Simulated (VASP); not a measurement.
Here is a VASP 6.6.1 calculation.

File INCAR:

```
SYSTEM = Ho4Pd
PREC = Accurate ; ENCUT = 500
EDIFF = 1E-7 ; ISMEAR = 0
SIGMA = 0.1 ; LREAL = .False.
LASPH = .True. ; NELM = 200
ALGO = Normal ; ISIF = 3
LWAVE = .False. ; LCHARG = .False.
GGA = PE ; IBRION = 2
NSW = 100 ; EDIFFG = -0.01
GGA_COMPAT = .False. ; NELMIN = 4
LMAXMIX = 6
```

Contents of KPOINTS:

```
regular mesh
0
Gamma
  8 8 8
  0 0 0
```

The input POSCAR:

```
Ho4Pd
1.0
   -3.3557175240      3.3557175240      3.3557175240
    3.3557175240     -3.3557175240      3.3557175240
    3.3557175240      3.3557175240     -3.3557175240
Ho Pd
4 1
Direct
    0.0000000000      0.0000000000      0.5000000000
    0.5000000000      0.0000000000      0.0000000000
    0.0000000000      0.5000000000      0.0000000000
    0.5000000000      0.5000000000      0.5000000000
    0.0000000000      0.0000000000      0.0000000000
```

Potentials or basis: VASP PAW PBE potentials, release 64 (Ho_3, Pd), 4f in core.

The run is started by

```sh
$ cat potpaw_PBE.64/Ho_3/POTCAR potpaw_PBE.64/Pd/POTCAR > POTCAR
$ mpirun -np 1 vasp_std > vasp.out
```

Predict the band gap on the k mesh.

zero (bands 23 and 24 overlap by 1.26 eV).

What does it give for the space group after relaxing (to 0.1 Å)?

Im-3m (No. 229).

Estimate the relaxed volume.

30.87 Å³/atom.

What does it give for the relaxed cell?

a = 5.853 Å, b = 5.853 Å, c = 5.853 Å, α = 109.47°, β = 109.47°, γ = 109.47°.

Final structure:
```xyz
5
Lattice="-3.3793 3.3793 3.3793 3.3793 -3.3793 3.3793 3.3793 3.3793 -3.3793" Properties=species:S:1:pos:R:3 pbc="T T T"
Ho    1.6897    1.6897   -1.6897
Ho   -1.6897    1.6897    1.6897
Ho    1.6897   -1.6897    1.6897
Ho    1.6897    1.6897    1.6897
Pd    0.0000    0.0000    0.0000
```

Caveat: spin-orbit coupling is left out, which moves the levels of the heavy elements; the 4f electrons are frozen in the core, so they carry no moment and show no levels. Spin polarisation is off, so any magnetic state and its effect on volume and gap are missing.
